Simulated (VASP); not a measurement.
# GaO (Pm-3m) in VASP: a series of runs

GaO is run at these levels: PBE; tasks: single point, relaxation of cell and atoms.

Program: VASP 6.6.1. These are calculated values, not measurements. Logs are shortened: lines on timing, memory, paths and dates and some standing lists are left out, and cuts for length are marked.

### 1 The cell of the first run

It takes space group Pm-3m (No. 221, cubic). The conventional cell has a = 2.834 Å, b = 2.834 Å, c = 2.834 Å, α = 90.00°, β = 90.00°, γ = 90.00°. Within 3.2 Å of Ga (site symmetry m-3m) lie 8 O at 2.45 Å and 6 Ga at 2.83 Å. Within 3.2 Å of O (site symmetry m-3m) lie 8 Ga at 2.45 Å and 6 O at 2.83 Å.

### 2 Single point, PBE

Input file INCAR:

```
PREC = Accurate ; ENCUT = 520
EDIFF = 1E-7 ; ISMEAR = 0
SIGMA = 0.1 ; LREAL = F
LASPH = T ; NELM = 60
ALGO = Normal ; ISIF = 2
LWAVE = F ; LCHARG = T
GGA = PE ; LELF = T
LVHAR = T ; NBANDS = 16
```

Input file KPOINTS:

```
Automatic mesh
0
Gamma
  6 6 6
```

Input file POSCAR:

```
GaO
1.0
    2.8335692368      0.0000000000      0.0000000000
    0.0000000000      2.8335692368      0.0000000000
    0.0000000000      0.0000000000      2.8335692368
Ga O
1 1
Direct
    0.5000000000      0.5000000000      0.5000000000
    0.0000000000      0.0000000000      0.0000000000
```

Potentials or basis: VASP PAW PBE potentials, release 64 (Ga_d, O).

Launch:

```sh
cat potpaw_PBE.64/Ga_d/POTCAR potpaw_PBE.64/O/POTCAR > POTCAR
mpirun -np 1 vasp_std > vasp.out
```

OUTCAR:

```text
PREC = Accurate
   ENCUT = 520
   EDIFF = 1E-7
   ISMEAR = 0
   LREAL = F
   LASPH = T
   NELM = 60
   ISIF = 2
   GGA = PE

 ion  position               nearest neighbor table
   1  0.500  0.500  0.500-
   2  0.000  0.000  0.000-

  LATTYP: Found a simple cubic cell.
 ALAT       =     2.8335692368

  Lattice vectors:

 A1 = (   2.8335692368,   0.0000000000,   0.0000000000)
 A2 = (   0.0000000000,   2.8335692368,   0.0000000000)
 A3 = (   0.0000000000,   0.0000000000,   2.8335692368)

Analysis of symmetry for initial positions (statically):
=====================================================================
 Subroutine PRICEL returns:
 Original cell was already a primitive cell.

 Routine SETGRP: Setting up the symmetry group for a
 simple cubic supercell.

 Subroutine GETGRP returns: Found 48 space group operations
 (whereof 48 operations were pure point group operations)
 out of a pool of 48 trial point group operations.

The static configuration has the point symmetry O_h .

Analysis of symmetry for dynamics (positions and initial velocities):
=====================================================================
 Subroutine PRICEL returns:
 Original cell was already a primitive cell.

 Routine SETGRP: Setting up the symmetry group for a
 simple cubic supercell.

 Subroutine GETGRP returns: Found 48 space group operations
 (whereof 48 operations were pure point group operations)
 out of a pool of 48 trial point group operations.

The dynamic configuration has the point symmetry O_h .

 Subroutine INISYM returns: Found 48 space group operations
 (whereof 48 operations are pure point group operations),
 and found     1 'primitive' translations

----------------------------------------------------------------------------------------

                                     Primitive cell

  volume of cell :      22.7511

  direct lattice vectors                    reciprocal lattice vectors
     2.833569237  0.000000000  0.000000000     0.352911793  0.000000000  0.000000000
     0.000000000  2.833569237  0.000000000     0.000000000  0.352911793  0.000000000
     0.000000000  0.000000000  2.833569237     0.000000000  0.000000000  0.352911793

  length of vectors
     2.833569237  2.833569237  2.833569237     0.352911793  0.352911793  0.352911793

  position of ions in fractional coordinates (direct lattice)
     0.500000000  0.500000000  0.500000000
     0.000000000  0.000000000  0.000000000

  ion indices of the primitive-cell ions
   primitive index   ion index
                 1           1
                 2           2

----------------------------------------------------------------------------------------

 KPOINTS: Automatic mesh

Automatic generation of k-mesh.
 Grid dimensions read from file:
 generate k-points for:    6    6    6

 Generating k-lattice:

  Cartesian coordinates                     Fractional coordinates (reciprocal lattice)
     0.058818632  0.000000000  0.000000000     0.166666667  0.000000000  0.000000000
     0.000000000  0.058818632  0.000000000     0.000000000  0.166666667  0.000000000
     0.000000000  0.000000000  0.058818632     0.000000000  0.000000000  0.166666667

  Length of vectors
     0.058818632  0.058818632  0.058818632

  Shift w.r.t. Gamma in fractional coordinates (k-lattice)
     0.000000000  0.000000000  0.000000000

 Subroutine IBZKPT returns following result:
 ===========================================

 Found     20 irreducible k-points:

 Following reciprocal coordinates:
            Coordinates               Weight
  0.000000  0.000000  0.000000      1.000000
  0.166667  0.000000  0.000000      6.000000
  0.333333  0.000000  0.000000      6.000000
  0.500000  0.000000  0.000000      3.000000
  0.166667  0.166667  0.000000     12.000000
  0.333333  0.166667  0.000000     24.000000
[... 12 lines left out ...]
  0.500000  0.500000  0.333333      6.000000
  0.500000  0.500000  0.500000      1.000000
   k-points           NKPTS =     20   k-points in BZ     NKDIM =     20   number of bands    NBANDS=     16
   number of dos      NEDOS =    301   number of ions     NIONS =      2
   total plane-waves  NPLWV =  13824
   dimension x,y,z NGX =    24 NGY =   24 NGZ =   24
   dimension x,y,z NGXF=    48 NGYF=   48 NGZF=   48
   ions per type =               1   1
   NGX,Y,Z   is equivalent  to a cutoff of  14.08, 14.08, 14.08 a.u.
   NGXF,Y,Z  is equivalent  to a cutoff of  28.16, 28.16, 28.16 a.u.
 SYSTEM =  unknown system
   PREC   = accura    normal or accurate (medium, high low for compatibility)
   ISTART =      0    job   : 0-new  1-cont  2-samecut
   ICHARG =      2    charge: 1-file 2-atom 10-const
   ISPIN  =      1    spin polarized calculation?
   LNONCOLLINEAR =      F non collinear calculations
   LSORBIT =      F    spin-orbit coupling
   LASPH  =      T    aspherical Exc in radial PAW
   ENCUT  =  520.0 eV  38.22 Ry    6.18 a.u.   5.27  5.27  5.27*2*pi/ulx,y,z
[... 111 lines left out ...]
      5      -8.4858      2.00000
      6      -8.4744      2.00000
[... 8 lines left out ...]
     15      22.6246      0.00000
     16      25.6540      0.00000

 k-point     6 :       0.3333    0.1667    0.0000
  band No.  band energies     occupation
      1     -12.2924      2.00000
      2      -8.7800      2.00000
      3      -8.6242      2.00000
      4      -8.5425      2.00000
      5      -8.5253      2.00000
      6      -8.4708      2.00000
[... 8 lines left out ...]
     15      23.4572      0.00000
     16      26.5696      0.00000

 k-point     7 :       0.5000    0.1667    0.0000
  band No.  band energies     occupation
      1     -12.0486      2.00000
      2      -8.7704      2.00000
      3      -8.5725      2.00000
      4      -8.5684      2.00000
      5      -8.5283      2.00000
      6      -8.4669      2.00000
[... 8 lines left out ...]
     15      23.2052      0.00000
     16      26.6493      0.00000

 k-point     8 :       0.3333    0.3333    0.0000
  band No.  band energies     occupation
      1     -12.0054      2.00000
      2      -8.7333      2.00000
      3      -8.5320      2.00000
      4      -8.5209      2.00000
      5      -8.4983      2.00000
      6      -8.4474      2.00000
[... 8 lines left out ...]
     15      23.9645      0.00000
     16      25.3672      0.00000

 k-point     9 :       0.5000    0.3333    0.0000
  band No.  band energies     occupation
      1     -11.8563      2.00000
      2      -8.7167      2.00000
      3      -8.5537      2.00000
      4      -8.5187      2.00000
      5      -8.4308      2.00000
      6      -8.3852      2.00000
[... 8 lines left out ...]
     15      25.1298      0.00000
     16      25.4776      0.00000
[... 96 lines left out ...]
 k-point    15 :       0.5000    0.3333    0.1667
  band No.  band energies     occupation
      1     -11.7140      2.00000
      2      -8.6335      2.00000
      3      -8.6306      2.00000
      4      -8.5718      2.00000
      5      -8.4231      2.00000
      6      -8.3950      2.00000
[... 8 lines left out ...]
     15      22.8189      0.00000
     16      24.3140      0.00000

 k-point    16 :       0.5000    0.5000    0.1667
  band No.  band energies     occupation
      1     -11.5981      2.00000
      2      -8.6116      2.00000
      3      -8.6043      2.00000
      4      -8.6043      2.00000
      5      -8.3818      2.00000
      6      -8.3544      2.00000
[... 8 lines left out ...]
     15      23.1683      0.00000
     16      23.1683      0.00000

 k-point    17 :       0.3333    0.3333    0.3333
  band No.  band energies     occupation
      1     -11.5647      2.00000
      2      -8.6757      2.00000
      3      -8.6757      2.00000
      4      -8.4808      2.00000
      5      -8.4808      2.00000
      6      -8.4411      2.00000
[... 8 lines left out ...]
     15      22.0040      0.00000
     16      22.0040      0.00000

 k-point    18 :       0.5000    0.3333    0.3333
  band No.  band energies     occupation
      1     -11.3992      2.00000
      2      -8.7224      2.00000
      3      -8.6717      2.00000
      4      -8.4985      2.00000
      5      -8.4774      2.00000
      6      -8.3995      2.00000
[... 8 lines left out ...]
     15      21.6782      0.00000
     16      22.6671      0.00000

 k-point    19 :       0.5000    0.5000    0.3333
  band No.  band energies     occupation
      1     -11.2222      2.00000
      2      -8.7183      2.00000
      3      -8.7183      2.00000
      4      -8.6157      2.00000
      5      -8.4373      2.00000
      6      -8.3513      2.00000
[... 8 lines left out ...]
     15      22.2576      0.00000
     16      22.2576      0.00000

 k-point    20 :       0.5000    0.5000    0.5000
  band No.  band energies     occupation
      1     -10.9938      2.00000
      2      -8.7725      2.00000
      3      -8.7725      2.00000
      4      -8.7725      2.00000
      5      -8.3497      2.00000
      6      -8.3497      2.00000
[... 8 lines left out ...]
     15      22.0466      0.00000
     16      22.0466      0.00000

------------------------ aborting loop because EDIFF is reached ----------------------------------------

  FORCE on cell =-STRESS in cart. coord.  units (eV):
  Direction    XX          YY          ZZ          XY          YZ          ZX
  --------------------------------------------------------------------------------------
  -------------------------------------------------------------------------------------
  Total        0.0358889      0.0358889      0.0358889     -0.0000000     -0.0000000     -0.0000000
  in kB        2.5273719      2.5273719      2.5273719     -0.0000000     -0.0000000     -0.0000000
  external PRESSURE =       2.5273719 kB  Pullay stress =       0.0000000 kB

 VOLUME and BASIS-vectors are now :
 -----------------------------------------------------------------------------
  energy-cutoff  :      520.00
  volume of cell :       22.75
      direct lattice vectors                 reciprocal lattice vectors
     2.833569237  0.000000000  0.000000000     0.352911793  0.000000000  0.000000000
     0.000000000  2.833569237  0.000000000     0.000000000  0.352911793  0.000000000
     0.000000000  0.000000000  2.833569237     0.000000000  0.000000000  0.352911793

 POSITION                                       TOTAL-FORCE (eV/Angst)
 -----------------------------------------------------------------------------------
      1.41678      1.41678      1.41678         0.000000      0.000000      0.000000
      0.00000      0.00000      0.00000         0.000000      0.000000      0.000000
 -----------------------------------------------------------------------------------
    total drift:                                0.000000      0.000000     -0.000000

  FREE ENERGIE OF THE ION-ELECTRON SYSTEM (eV)
  ---------------------------------------------------
  free  energy   TOTEN  =        -8.6389854897 eV

  energy  without entropy=       -8.6325054989  energy(sigma->0) =       -8.63574549
```

It took 7.9 s on 1 thread of Intel Xeon Platinum 8259CL at 2.50GHz (Skylake/Cascade Lake), shared host; peak memory 0.14 GiB.

What came out:

* Free energy: -8.6390 eV
* Pressure: 0.3 GPa

Caveat: the k points lie up to 0.37 Å⁻¹ apart; an odd number of electrons without spin polarisation forces a metal; a magnetic or distorted state may lie lower.

### 3 Single point, PBE

This run uses another cell than the first one, of 17.27 Å³/atom, 1.518 times its volume.

Input file INCAR:

```
PREC = Accurate
ENCUT = 520
EDIFF = 1E-7
ISMEAR = 0
SIGMA = 0.1
LREAL = F
LASPH = T
NELM = 60
ALGO = Normal
ISIF = 2
LWAVE = F
LCHARG = T
GGA = PE
LELF = T
LVHAR = T
NBANDS = 16
```

KPOINTS is that of step 2.

Input file POSCAR:

```
GaO
1.0
    3.2565766400      0.0000000000      0.0000000000
    0.0000000000      3.2565766400      0.0000000000
    0.0000000000      0.0000000000      3.2565766400
Ga O
1 1
Direct
    0.5000000000      0.5000000000      0.5000000000
    0.0000000000      0.0000000000      0.0000000000
```

Potentials or basis: VASP PAW PBE potentials, release 64 (Ga_d, O).

Launch:

```sh
cat potpaw_PBE.64/Ga_d/POTCAR potpaw_PBE.64/O/POTCAR > POTCAR
mpirun -np 1 vasp_std > vasp.out
```

Run time: 9.3 s. Hardware: 1 thread of Intel Xeon Platinum 8259CL at 2.50GHz (Skylake/Cascade Lake), shared host; peak memory 0.14 GiB.

The run converged. Its results:

* Free energy: -7.6686 eV
* Pressure: -17.4 GPa

Levels at points of the mesh, in eV from the Fermi level:
| k point | band 8 | band 9 | band 10 | band 11 | band 12 | band 13 |
| --- | --- | --- | --- | --- | --- | --- |
| (0.00, 0.00, 0.00) | -1.03 | -1.03 | -1.03 | 8.66 | 8.66 | 8.66 |
| (0.50, 0.00, 0.00) | -0.63 | -0.63 | 1.11 | 1.48 | 8.37 | 8.37 |
| (0.50, 0.50, 0.00) | -2.94 | -2.32 | -0.49 | 4.76 | 4.76 | 10.04 |
| (0.50, 0.50, 0.50) | -1.73 | -1.73 | -0.05 | 2.79 | 2.79 | 2.79 |

Caveat: an odd number of electrons without spin polarisation forces a metal; a magnetic or distorted state may lie lower.

### 4 Single point, PBE, collinear spin, ferromagnetic start

Input file INCAR:

```
SYSTEM = GaO
PREC = Accurate
ENCUT = 520
EDIFF = 1E-7
ISMEAR = 0
SIGMA = 0.1
LREAL = .False.
LASPH = .True.
NELM = 150
ALGO = Normal
ISIF = 2
LWAVE = .False.
LCHARG = .False.
ISPIN = 2
MAGMOM = 0 1
LORBIT = 11
GGA = PE
NBANDS = 20
```

Input file KPOINTS:

```
regular mesh
0
Gamma
  6 6 6
  0 0 0
```

Input file POSCAR:

```
GaO
1.0
    2.8335692368      0.0000000000      0.0000000000
    0.0000000000      2.8335692368      0.0000000000
    0.0000000000      0.0000000000      2.8335692368
Ga O
1 1
Direct
    0.5000000000      0.5000000000      0.5000000000
    0.0000000000      0.0000000000      0.0000000000
```

Launch:

```sh
cat potpaw_PBE.64/Ga_d/POTCAR potpaw_PBE.64/O/POTCAR > POTCAR
mpirun -np 1 vasp_std > vasp.out
```

It took 18 s on 1 thread of Intel Xeon Platinum 8259CL at 2.50GHz (Skylake/Cascade Lake), shared host; peak memory 0.15 GiB.

It converged, with:

| Property | Result |
| --- | --- |
| Free energy | -8.6390 eV |
| Pressure | 0.2 GPa |
| Net moment | 0.00 μB per cell |
| Valence electrons inside the program's atomic spheres | Ga 11.39; O 4.86 |

Levels at points of the mesh, in eV from the Fermi level:
Spin up:
```tsv
k point	band 6	band 7	band 8	band 9	band 10	band 11	band 12	band 13	band 14	band 15
(0.00, 0.00, 0.00)	-14.80	-5.38	-2.98	-2.98	-2.98	9.92	9.92	11.27	11.27	11.27
(0.50, 0.00, 0.00)	-14.79	-8.91	-2.21	-2.21	0.97	1.90	10.10	10.10	13.99	14.26
(0.50, 0.50, 0.00)	-14.64	-6.27	-6.27	-2.69	-2.00	5.62	5.62	11.28	13.49	18.10
(0.50, 0.50, 0.50)	-14.70	-4.15	-4.15	-4.15	1.66	1.66	1.66	1.98	15.69	15.69
```
Spin down:
| k point | band 7 | band 8 | band 9 | band 10 | band 11 | band 12 | band 13 | band 14 |
| --- | --- | --- | --- | --- | --- | --- | --- | --- |
| (0.00, 0.00, 0.00) | -5.38 | -2.98 | -2.98 | -2.98 | 9.92 | 9.92 | 11.27 | 11.27 |
| (0.50, 0.00, 0.00) | -8.91 | -2.21 | -2.21 | 0.97 | 1.90 | 10.10 | 10.10 | 13.99 |
| (0.50, 0.50, 0.00) | -6.27 | -6.27 | -2.69 | -2.00 | 5.62 | 5.62 | 11.28 | 13.49 |
| (0.50, 0.50, 0.50) | -4.15 | -4.15 | -4.15 | 1.66 | 1.66 | 1.66 | 1.98 | 15.69 |

Caveat: the k points lie up to 0.37 Å⁻¹ apart.

### 5 Relaxation of cell and atoms, PBE

This run uses another cell than the first one, of 17.27 Å³/atom, 1.518 times its volume.

Input file INCAR:

```
SYSTEM = GaO
PREC = Accurate
ENCUT = 600
EDIFF = 1E-6
ISMEAR = 0
SIGMA = 0.1
LREAL = .False.
LASPH = .True.
NELM = 60
ALGO = Normal
ISIF = 3
LWAVE = .False.
LCHARG = .False.
GGA = PE
IBRION = 2
NSW = 90
EDIFFG = -0.04
```

KPOINTS is that of step 4.

Input file POSCAR:

```
GaO
1.0
    3.2565766400      0.0000000000      0.0000000000
    0.0000000000      3.2565766400      0.0000000000
    0.0000000000      0.0000000000      3.2565766400
Ga O
1 1
Direct
    0.5000000000      0.5000000000      0.5000000000
    0.0000000000      0.0000000000      0.0000000000
```

Launch:

```sh
cat potpaw_PBE.64/Ga_d/POTCAR potpaw_PBE.64/O/POTCAR > POTCAR
mpirun -np 1 vasp_std > vasp.out
```

Run time: 50 s. Hardware: 1 thread of Intel Xeon Platinum 8259CL at 2.50GHz (Skylake/Cascade Lake), shared host; peak memory 0.17 GiB.

Results (log left out):

```
Free energy                            : -8.6572 eV
Relaxed volume                         : 11.44 Å³/atom
Relaxed cell                           : a = 2.839 Å, b = 2.839 Å, c = 2.839 Å, α = 90.00°, β = 90.00°, γ = 90.00°
Space group after relaxing (to 0.05 Å) : Pm-3m (No. 221)
Energy gained by relaxing              : 494.0 meV/atom
Ionic steps                            : 6
Pressure after relaxing                : -0.4 GPa
```

The path:
```tsv
step	energy change (eV)	largest force (eV/Å)	pressure (GPa)	volume (Å³)
1	0.0000	0.0000	-17.51	34.54
2	-0.8617	0.0000	-11.05	25.94
3	-0.9846	0.0000	-2.28	23.26
4	-0.9878	0.0000	0.65	22.68
5	-0.9879	0.0000	-0.59	22.89
6	-0.9879	0.0000	-0.40	22.88
```

Final structure:
```xyz
2
Lattice="2.8391 0.0000 0.0000 0.0000 2.8391 0.0000 0.0000 0.0000 2.8391" Properties=species:S:1:pos:R:3 pbc="T T T"
Ga    1.4195    1.4195    1.4195
O     0.0000    2.8391    2.8391
```

Levels at points of the mesh, in eV from the Fermi level:
```
           k point  band 7  band 8  band 9  band 10  band 11  band 12  band 13
(0.00, 0.00, 0.00)   -5.38   -2.94   -2.94    -2.94     9.92     9.92    11.23
(0.50, 0.00, 0.00)   -8.86   -2.18   -2.18     0.98     1.89    10.08    10.08
(0.50, 0.50, 0.00)   -6.21   -6.21   -2.68    -1.97     5.61     5.61    11.27
(0.50, 0.50, 0.50)   -4.11   -4.11   -4.11     1.68     1.68     1.68     1.94
```

Caveat: the volume moved by over 15 % at a fixed basis, so the end points are rough; an odd number of electrons without spin polarisation forces a metal; a magnetic or distorted state may lie lower.

### 6 Overview

| task | spin | cell | cutoff (eV) | gap on the mesh (eV) | pressure (GPa) |
| --- | --- | --- | --- | --- | --- |
| single point | off | a = 2.834 Å, 2 atoms | 520 | none | 0.3 |
| single point | off | a = 3.257 Å, 2 atoms | 520 | none | -17.4 |
| single point | collinear, ferromagnetic start | a = 2.834 Å, 2 atoms | 520 | none | 0.2 |
| relaxation of cell and atoms | off | relaxed from a = 3.257 Å, 2 atoms | 600 | none | -0.4 |

Alike in all rows: level PBE; potentials or basis VASP PAW PBE potentials, release 64 (Ga_d, O); k mesh 6 × 6 × 6; smearing gaussian 0.1 eV.

Caveats: some runs use coarse meshes; an odd number of electrons without spin polarisation forces a metal (some runs); a magnetic or distorted state may lie lower (some runs); the volume moved by over 15 % at a fixed basis, so the end points are rough (some runs).

Absolute energies hang on the potentials; compare differences alone.
